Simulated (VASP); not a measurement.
# BaTiO3 (P4mm) in VASP: further runs

Aim: see how the results for BaTiO3 move with the level of theory and the settings. Levels: BLYP+D4, PBE. Tasks: single point.

Everything below comes from runs of VASP 6.6.1. Logs are shortened: lines on timing, memory, paths and dates and some standing lists are left out, and cuts for length are marked.

## Step 1: The cell of the first run

Symmetry: P4mm, No. 99, tetragonal system. Conventional cell: a = 4.026 Å, b = 4.026 Å, c = 4.045 Å, α = 90.00°, β = 90.00°, γ = 90.00°. Ba (site symmetry 4mm) has 12 O at 2.81 to 2.90 Å and 8 Ti at 3.47 to 3.52 Å within 3.7 Å. Within 2.5 Å of Ti (site symmetry 4mm) lie 6 O at 1.91 to 2.14 Å. O (site symmetry 2mm) has 2 Ti at 2.02 Å within 2.7 Å. Within 2.5 Å of O (site symmetry 4mm) lie 2 Ti at 1.91 to 2.14 Å.

## Step 2: Single point, BLYP+D4

File INCAR:

```
SYSTEM = BaTiO3
PREC = Accurate
ENCUT = 520
EDIFF = 1E-6
ISMEAR = -1
SIGMA = 0.05
LREAL = .False.
LASPH = .True.
NELM = 60
ALGO = Normal
ISIF = 2
LWAVE = .False.
LCHARG = .True.
GGA = B5
ALDAX = 1.0
AGGAX = 1.0
AGGAC = 1.0
ALDAC = 0.0
IVDW = 13
VDW_S6 = 1.0
VDW_S8 = 2.34076671
VDW_A1 = 0.44488865
VDW_A2 = 4.0933009
LELF = .True.
LVHAR = .True.
NBANDS = 28
```

File KPOINTS:

```
Automatic mesh
0
Gamma
  7 7 7
  0 0 0
```

File POSCAR:

```
BaTiO3
1.0
    4.0262895137      0.0000000000      0.0000000000
    0.0000000000      4.0262895137      0.0000000000
    0.0000000000      0.0000000000      4.0446100470
Ba Ti O
1 1 3
Direct
    0.0000000000      0.0000000000      0.0000000000
    0.5000000000      0.5000000000      0.4900000000
    0.0000000000      0.5000000000      0.5170000000
    0.5000000000      0.0000000000      0.5170000000
    0.5000000000      0.5000000000      0.0190000000
```

Potentials or basis: VASP PAW PBE potentials, release 64 (Ba_sv, Ti_sv, O).

Run with:

```
$ cat potpaw_PBE.64/Ba_sv/POTCAR potpaw_PBE.64/Ti_sv/POTCAR potpaw_PBE.64/O/POTCAR > POTCAR
$ mpirun -np 1 vasp_std > vasp.out
```

OUTCAR:

```text
SYSTEM = BaTiO3
   PREC = Accurate
   ENCUT = 520
   EDIFF = 1E-6
   ISMEAR = -1
   LREAL = .False.
   LASPH = .True.
   NELM = 60
   ISIF = 2
   GGA = B5
   IVDW = 13

 ion  position               nearest neighbor table
   1  0.000  0.000  0.000-   3 2.81   4 2.81   3 2.81   4 2.81   5 2.85   5 2.85   5 2.85   5 2.85
                             4 2.90   3 2.90   4 2.90   3 2.90   2 3.47   2 3.47   2 3.47   2 3.47
   2  0.500  0.500  0.490-   5 1.91   4 2.02   3 2.02   4 2.02   3 2.02   5 2.14   1 3.47   1 3.47
                             1 3.47   1 3.47   1 3.52   1 3.52   1 3.52   1 3.52
   3  0.000  0.500  0.517-   2 2.02   2 2.02   1 2.81   1 2.81   1 2.90   1 2.90
   4  0.500  0.000  0.517-   2 2.02   2 2.02   1 2.81   1 2.81   1 2.90   1 2.90
   5  0.500  0.500  0.019-   2 1.91   2 2.14   1 2.85   1 2.85   1 2.85   1 2.85

  LATTYP: Found a simple tetragonal cell.
 ALAT       =     4.0262895137
 C/A-ratio  =     1.0045502275

  Lattice vectors:

 A1 = (   4.0262895137,   0.0000000000,   0.0000000000)
 A2 = (   0.0000000000,   4.0262895137,   0.0000000000)
 A3 = (   0.0000000000,   0.0000000000,   4.0446100470)

Analysis of symmetry for initial positions (statically):
=====================================================================
 Subroutine PRICEL returns:
 Original cell was already a primitive cell.

 Routine SETGRP: Setting up the symmetry group for a
 simple tetragonal supercell.

 Subroutine GETGRP returns: Found  8 space group operations
 (whereof  8 operations were pure point group operations)
 out of a pool of 16 trial point group operations.

The static configuration has the point symmetry C_4v.

Analysis of symmetry for dynamics (positions and initial velocities):
=====================================================================
 Subroutine PRICEL returns:
 Original cell was already a primitive cell.

 Routine SETGRP: Setting up the symmetry group for a
 simple tetragonal supercell.

 Subroutine GETGRP returns: Found  8 space group operations
 (whereof  8 operations were pure point group operations)
 out of a pool of 16 trial point group operations.

The dynamic configuration has the point symmetry C_4v.

 Subroutine INISYM returns: Found  8 space group operations
 (whereof  8 operations are pure point group operations),
 and found     1 'primitive' translations

----------------------------------------------------------------------------------------

                                     Primitive cell

  volume of cell :      65.5672

  direct lattice vectors                    reciprocal lattice vectors
     4.026289514  0.000000000  0.000000000     0.248367634  0.000000000  0.000000000
     0.000000000  4.026289514  0.000000000     0.000000000  0.248367634  0.000000000
     0.000000000  0.000000000  4.044610047     0.000000000  0.000000000  0.247242624

  length of vectors
     4.026289514  4.026289514  4.044610047     0.248367634  0.248367634  0.247242624

  position of ions in fractional coordinates (direct lattice)
     0.000000000  0.000000000  0.000000000
     0.500000000  0.500000000  0.490000000
     0.000000000  0.500000000  0.517000000
     0.500000000  0.000000000  0.517000000
     0.500000000  0.500000000  0.019000000

  ion indices of the primitive-cell ions
   primitive index   ion index
                 1           1
                 2           2
                 3           3
                 4           4
                 5           5

----------------------------------------------------------------------------------------

 KPOINTS: Automatic mesh

Automatic generation of k-mesh.
 Grid dimensions read from file:
 generate k-points for:    7    7    7

 Generating k-lattice:

  Cartesian coordinates                     Fractional coordinates (reciprocal lattice)
     0.035481091  0.000000000  0.000000000     0.142857143  0.000000000  0.000000000
     0.000000000  0.035481091  0.000000000     0.000000000  0.142857143  0.000000000
     0.000000000  0.000000000  0.035320375     0.000000000  0.000000000  0.142857143

  Length of vectors
     0.035481091  0.035481091  0.035320375

  Shift w.r.t. Gamma in fractional coordinates (k-lattice)
     0.000000000  0.000000000  0.000000000

 Subroutine IBZKPT returns following result:
 ===========================================

 Found     40 irreducible k-points:

 Following reciprocal coordinates:
            Coordinates               Weight
  0.000000  0.000000  0.000000      1.000000
  0.142857  0.000000  0.000000      4.000000
  0.285714  0.000000  0.000000      4.000000
  0.428571  0.000000  0.000000      4.000000
  0.142857  0.142857  0.000000      4.000000
  0.285714  0.142857  0.000000      8.000000
[... 16 lines left out ...]
  0.285714  0.000000  0.285714      8.000000
  0.428571  0.000000  0.285714      8.000000
 [... further k-points ...]
   k-points           NKPTS =     40   k-points in BZ     NKDIM =     40   number of bands    NBANDS=     28
   number of dos      NEDOS =    301   number of ions     NIONS =      5
   total plane-waves  NPLWV =  27000
   dimension x,y,z NGX =    30 NGY =   30 NGZ =   30
   dimension x,y,z NGXF=    60 NGYF=   60 NGZF=   60
   ions per type =               1   1   3
   NGX,Y,Z   is equivalent  to a cutoff of  12.39, 12.39, 12.33 a.u.
   NGXF,Y,Z  is equivalent  to a cutoff of  24.77, 24.77, 24.66 a.u.
 SYSTEM =  BaTiO3
   PREC   = accura    normal or accurate (medium, high low for compatibility)
   ISTART =      0    job   : 0-new  1-cont  2-samecut
   ICHARG =      2    charge: 1-file 2-atom 10-const
   ISPIN  =      1    spin polarized calculation?
   LNONCOLLINEAR =      F non collinear calculations
   LSORBIT =      F    spin-orbit coupling
   LASPH  =      T    aspherical Exc in radial PAW
   ENCUT  =  520.0 eV  38.22 Ry    6.18 a.u.   7.49  7.49  7.52*2*pi/ulx,y,z
   NELM   =     60;   NELMIN=  2; NELMDL= -5     # of ELM steps
   EDIFF  = 0.1E-05   stopping-criterion for ELM
   LREAL  =      F    real-space projection
   EDIFFG = 0.1E-04   stopping-criterion for IOM
   NSW    =      0    number of steps for IOM
   IBRION =     -1    ionic relax: 0-MD 1-quasi-New 2-CG
   NFREE  =      0    steps in history (QN), initial steepest desc. (CG)
   ISIF   =      2    stress and relaxation
   ISYM   =      2    0-nonsym 1-usesym 2-fastsym
   POTIM  = 0.5000    time-step for ionic-motion
   TEBEG  =    0.0;   TEEND  =   0.0 temperature during run
   PSTRESS=    0.0 pullay stress
   NELECT =      40.0000    total number of electrons
   NUPDOWN=      -1.0000    fix difference up-down
   EMIN   =  10.00;   EMAX   =-10.00  energy-range for DOS
   EFERMI =   0.00;   METHOD = LEGACY
   ISMEAR =    -1;   SIGMA  =   0.05  broadening in eV -4-tet -1-fermi 0-gaus
   EFERMI_NEDOS =   21; number of points for ismear=-14 and -15
   IALGO  =     38    algorithm
   IMIX   =      4    mixing-type and parameters
     AMIX     =   0.40;   BMIX     =  1.00
     AMIX_MAG =   1.60;   BMIX_MAG =  1.00
  volume/ion in A,a.u.               =      13.11        88.49
  Fermi-wavevector in a.u.,A,eV,Ry     =   1.388458  2.623804 26.229507  1.927814
  Thomas-Fermi vector in A             =   2.512582
   LORBIT       =      0    0 simple, 1 ext, 2 COOP (PROOUT), +10 PAW based schemes
   GGA     = B5    functional components
   LHFCALC =     F    Hartree Fock is set to
   AEXX    =    0.0000 exact exchange contribution
   IVDW    =    13    specifies the selected vdW correction
   LEPSILON=     F    determine dielectric tensor
   LRPA    =     F    only Hartree local field effects (RPA)
 non-spin polarized calculation
  energy-cutoff  :      520.00
  volume of cell :       65.57
 maximum number of plane-waves:      1791
 NGX is ok and might be reduce to    30
   NGX = 15   NGY = 15   NGZ = 15

 number of electron      39.9999978 magnetization

 Free energy of the ion-electron system (eV)
  ---------------------------------------------------
  ext. energy  EPLUGINS =         0.00000000
  ---------------------------------------------------
  free energy    TOTEN  =       -38.12771664 eV

  energy without entropy =      -38.12771664  energy(sigma->0) =      -38.12771664

 E-fermi :   4.9259     XC(G=0): -10.6202

 val. band max:        3.9445503290   @ k =   0.4286   0.4286   0.4286
 cond. band min:       5.7887957170   @ k =   0.0000   0.0000   0.0000
 fundamental gap:      1.8442453880
 Fermi energy:         4.9259079512

 k-point     1 :       0.0000    0.0000    0.0000
  band No.  band energies     occupation
      1     -52.4651      2.00000
      2     -28.8385      2.00000
      3     -28.8118      2.00000
      4     -28.8118      2.00000
      5     -20.8404      2.00000
      6     -12.7194      2.00000
[... 20 lines left out ...]
     27       9.2486      0.00000
     28      11.4408      0.00000

 k-point     2 :       0.1429    0.0000    0.0000
  band No.  band energies     occupation
      1     -52.4650      2.00000
      2     -28.8381      2.00000
      3     -28.8206      2.00000
      4     -28.8115      2.00000
      5     -20.8213      2.00000
      6     -12.7316      2.00000
[... 20 lines left out ...]
     27       9.6093      0.00000
     28      11.9057      0.00000

 k-point     3 :       0.2857    0.0000    0.0000
  band No.  band energies     occupation
      1     -52.4646      2.00000
      2     -28.8404      2.00000
      3     -28.8373      2.00000
      4     -28.8107      2.00000
      5     -20.7775      2.00000
      6     -12.8129      2.00000
[... 20 lines left out ...]
     27      10.5447      0.00000
     28      12.3458      0.00000

 k-point     4 :       0.4286    0.0000    0.0000
  band No.  band energies     occupation
      1     -52.4642      2.00000
      2     -28.8560      2.00000
      3     -28.8367      2.00000
      4     -28.8101      2.00000
      5     -20.7418      2.00000
      6     -12.9092      2.00000
[... 20 lines left out ...]
     27      11.4718      0.00000
     28      12.2569      0.00000

 k-point     5 :       0.1429    0.1429    0.0000
  band No.  band energies     occupation
      1     -52.4648      2.00000
      2     -28.8378      2.00000
      3     -28.8204      2.00000
      4     -28.8200      2.00000
      5     -20.8033      2.00000
      6     -12.7233      2.00000
[... 20 lines left out ...]
     27       9.9389      0.00000
     28      12.1283      0.00000

 k-point     6 :       0.2857    0.1429    0.0000
  band No.  band energies     occupation
      1     -52.4644      2.00000
      2     -28.8400      2.00000
      3     -28.8369      2.00000
      4     -28.8194      2.00000
      5     -20.7622      2.00000
      6     -12.7592      2.00000
[... 463 lines left out ...]
      5     -20.7799      2.00000
      6     -12.7810      2.00000
[... 20 lines left out ...]
     27      10.5567      0.00000
     28      12.3403      0.00000

 k-point    22 :       0.1429    0.0000    0.2857
  band No.  band energies     occupation
      1     -52.4644      2.00000
      2     -28.8654      2.00000
      3     -28.8194      2.00000
      4     -28.8104      2.00000
      5     -20.7645      2.00000
      6     -12.7245      2.00000
[... 20 lines left out ...]
     27      10.9114      0.00000
     28      12.5920      0.00000

 k-point    23 :       0.2857    0.0000    0.2857
  band No.  band energies     occupation
      1     -52.4640      2.00000
      2     -28.8644      2.00000
      3     -28.8389      2.00000
      4     -28.8097      2.00000
      5     -20.7296      2.00000
      6     -12.6312      2.00000
[... 20 lines left out ...]
     27      11.8648      0.00000
     28      12.5707      0.00000

 k-point    24 :       0.4286    0.0000    0.2857
  band No.  band energies     occupation
      1     -52.4637      2.00000
      2     -28.8635      2.00000
      3     -28.8543      2.00000
      4     -28.8091      2.00000
      5     -20.7012      2.00000
      6     -12.6089      2.00000
[... 20 lines left out ...]
     27      12.4145      0.00000
     28      12.8795      0.00000

 [... further k-points ...]

------------------------ aborting loop because EDIFF is reached ----------------------------------------

  DFT-D4 for vdW energy calculation

  Edisp (eV):   -1.94961

  FORCE on cell =-STRESS in cart. coord.  units (eV):
  Direction    XX          YY          ZZ          XY          YZ          ZX
  --------------------------------------------------------------------------------------
  -------------------------------------------------------------------------------------
  Total       0.32886     0.32886     0.72117     0.00000     0.00000     0.00000
  in kB       8.03586     8.03586    17.62237     0.00000     0.00000     0.00000
  external pressure =       11.23 kB  Pullay stress =        0.00 kB

 VOLUME and BASIS-vectors are now :
 -----------------------------------------------------------------------------
  energy-cutoff  :      520.00
  volume of cell :       65.57
      direct lattice vectors                 reciprocal lattice vectors
     4.026289514  0.000000000  0.000000000     0.248367634  0.000000000  0.000000000
     0.000000000  4.026289514  0.000000000     0.000000000  0.248367634  0.000000000
     0.000000000  0.000000000  4.044610047     0.000000000  0.000000000  0.247242624

 POSITION                                       TOTAL-FORCE (eV/Angst)
 -----------------------------------------------------------------------------------
      0.00000      0.00000      0.00000         0.000000     -0.000000      0.047241
      2.01314      2.01314      1.98186        -0.000000     -0.000000     -0.151721
      0.00000      2.01314      2.09106         0.000000     -0.000000     -0.123930
      2.01314      0.00000      2.09106        -0.000000     -0.000000     -0.123930
      2.01314      2.01314      0.07685        -0.000000      0.000000      0.352339
 -----------------------------------------------------------------------------------
    total drift:                                0.000000      0.000000      0.000144

  FREE ENERGIE OF THE ION-ELECTRON SYSTEM (eV)
  ---------------------------------------------------
  free  energy   TOTEN  =       -40.0773231197 eV

  energy  without entropy=      -40.0773231187  energy(sigma->0) =      -40.07732312
```

Wall time 51 s (1 thread of Intel Xeon 6975P-C (Granite Rapids), shared host); peak memory 0.22 GiB.

Results:

```
Free energy                : -40.0773 eV
Pressure                   : 1.1 GPa
Largest force              : 0.352 eV/Å
Band gap on the k mesh     : 1.84 eV, indirect (least direct gap 2.05 eV)
Dispersion energy per atom : -0.390 eV
```

Forces on the atoms (eV/Å):
```
Ba   0.000  0.000  0.047
Ti   0.000  0.000 -0.152
O    0.000  0.000 -0.124
O    0.000  0.000 -0.124
O    0.000  0.000  0.352
```

Stress tensor (GPa, compression positive):
```
0.80 0.00 0.00
0.00 0.80 0.00
0.00 0.00 1.76
```

Caveat: the PAW data sets were made with another functional, which shifts forces and pressure a little; spin-orbit coupling is left out, which moves the levels of the heavy elements. Expect the measured gap to be larger: semilocal functionals such as BLYP lack the derivative discontinuity.

(Part 1 of 2 ends here.)
